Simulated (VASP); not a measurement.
Wanted: the native input for a VASP 6.6.1 run.

* Task: electric field gradients
* Functional: LDA
* Potentials or basis: VASP PAW LDA potentials, release 64 (Na_pv, I)
* Cutoff: 520 eV
* k mesh: 8 × 8 × 8
* Occupations: fermi-dirac, width 0.02 eV
* Spin: no spin polarisation
* Dipole correction: no
* Further INCAR settings: ALGO = Normal; EDIFF = 1e-08; NBANDS = 14

The structure of NaI lies in POSCAR:

```
NaI
1.0
    0.0000000000      3.2255758389      3.2255758389
    3.2255758389      0.0000000000      3.2255758389
    3.2255758389      3.2255758389      0.0000000000
Na I
1 1
Direct
    0.0000000000      0.0000000000      0.0000000000
    0.5000000000      0.5000000000      0.5000000000
```

This cell differs from its parent crystal: volume scaled by 0.99.

The input as run:

INCAR

```
SYSTEM = NaI
  ALGO = Normal
  EDIFF = 1E-8
  ENCUT = 520
  GGA = CA
  ISIF = 2
  ISMEAR = -1
  LASPH = .TRUE.
  LCHARG = .FALSE.
  LEFG = .TRUE.
  LREAL = .FALSE.
  LWAVE = .FALSE.
  NBANDS = 14
  NELM = 80
  PREC = Accurate
  SIGMA = 0.02
```

KPOINTS

```
k-points
0
G
  8 8 8
  0 0 0
```

Potentials or basis: VASP PAW LDA potentials, release 64 (Na_pv, I).

Command:

```console
$ cat potpaw_LDA.64/Na_pv/POTCAR potpaw_LDA.64/I/POTCAR > POTCAR
$ mpirun -np 1 vasp_std > vasp.out
```

Results of the run:

- Pressure: -1.5 GPa
- Band gap on the k mesh: 3.37 eV, direct

Caveat: without QUAD_EFG the Cq values of the log hold for a quadrupole moment of 1 mb, not for the nuclei; spin-orbit coupling is left out, which moves the levels of the heavy elements.

Wall time 23 s on 1 thread of Intel(R) Xeon(R) Platinum 8488C (Sapphire Rapids), on a shared host, peak memory 0.18 GiB.
